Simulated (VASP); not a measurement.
Here is a VASP 6.6.1 calculation.

Contents of INCAR:

```
  ALGO = Normal
  EDIFF = 1E-8
  ENCUT = 520
  GGA = PE
  ISIF = 2
  ISMEAR = -1
  LASPH = True
  LCHARG = False
  LEFG = True
  LREAL = False
  LWAVE = False
  NBANDS = 28
  NELM = 100
  PREC = Accurate
  SIGMA = 0.03
```

File KPOINTS:

```
k-points
0
Gamma
  7 7 7
```

Contents of POSCAR:

```
BaTiO3
1.0
    4.0524349834      0.0000000000      0.0000000000
    0.0000000000      4.0524349834      0.0000000000
    0.0000000000      0.0000000000      4.0708744846
Ba Ti O
1 1 3
Direct
    0.0000000000      0.0000000000      0.0000000000
    0.5000000000      0.5000000000      0.5000000000
    0.5000000000      0.5000000000      0.0000000000
    0.5000000000      0.0000000000      0.5000000000
    0.0000000000      0.5000000000      0.5000000000
```

Potentials or basis: VASP PAW PBE potentials, release 64 (Ba_sv, Ti_sv, O).

Run with:

```sh
$ cat potpaw_PBE.64/Ba_sv/POTCAR potpaw_PBE.64/Ti_sv/POTCAR potpaw_PBE.64/O/POTCAR > POTCAR
$ mpirun -np 1 vasp_std > vasp.out
```

**Question.** Estimate the pressure.

**Answer.** -2.9 GPa.

**Question.** Predict the band gap on the k mesh.

**Answer.** 1.72 eV (least direct gap 1.84 eV).

Electric field gradients, principal values (V/Å²):
```tsv
atom	least	middle	greatest (by size)
1 Ba	-0.360	-0.360	0.720
2 Ti	-1.843	-1.843	3.687
3 O	-14.909	-14.909	29.818
4 O	-13.134	-14.644	27.778
5 O	-13.134	-14.644	27.778
```

Caveat: without QUAD_EFG the Cq values of the log hold for a quadrupole moment of 1 mb, not for the nuclei; spin-orbit coupling is left out, which moves the levels of the heavy elements; an odd mesh through Γ misses points on the zone boundary, where band edges can lie.
